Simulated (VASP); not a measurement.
A run of VASP 6.6.1 is set up as follows.

The input INCAR:

```
SYSTEM = Ge5H2S5
PREC     = Accurate       ! precision mode
ENCUT    = 410            ! plane-wave cutoff, eV
EDIFF    = 1E-6           ! SCF threshold, eV
ISMEAR   = 0              ! smearing method
SIGMA    = 0.05           ! smearing width, eV
LREAL    = .False.        ! projectors in reciprocal space
LASPH    = .True.         ! aspherical terms in the spheres
NELM     = 120            ! most SCF steps
ALGO     = Normal         ! electronic algorithm
ISIF     = 2              ! what is computed and relaxed
LWAVE    = .False.        ! write WAVECAR
LCHARG   = .False.        ! write CHGCAR
GGA      = PE             ! functional
NBANDS   = 63             ! bands
GGA_COMPAT= .False.
```

Contents of KPOINTS:

```
Automatic mesh
0
Gamma
  1 1 15
  0 0 0
```

POSCAR

```
Ge5H2S5
1.0
   24.5000000000      0.0000000000      0.0000000000
    0.0000000000     10.7000000000      0.0000000000
    0.0000000000      0.0000000000      3.4942930237
Ge S H
5 5 2
Direct
    0.2703331589      0.4367836088      0.5000000000
    0.3938493437      0.4367836088      0.0000000000
    0.5173655284      0.4367836088      0.5000000000
    0.6408817132      0.4367836088      0.0000000000
    0.7643978980      0.4367836088      0.5000000000
    0.2291610973      0.5632163912      0.0000000000
    0.3526772821      0.5632163912      0.5000000000
    0.4761934669      0.5632163912      0.0000000000
    0.5997096516      0.5632163912      0.5000000000
    0.7232258364      0.5632163912      0.0000000000
    0.8166039361      0.5169417841      0.5000000000
    0.1833960639      0.4929478609      0.0000000000
```

Potentials or basis: VASP PAW PBE potentials, release 64 (Ge_d, S, H).

Command:

```console
$ cat potpaw_PBE.64/Ge_d/POTCAR potpaw_PBE.64/S/POTCAR potpaw_PBE.64/H/POTCAR > POTCAR
$ mpirun -np 1 vasp_std > vasp.out
```

(1) What does it give for the largest force?

(2) Predict the band gap on the k mesh.

## Answers

(1) 1.069 eV/Å.

(2) 0.05 eV, indirect (least direct gap 0.15 eV).
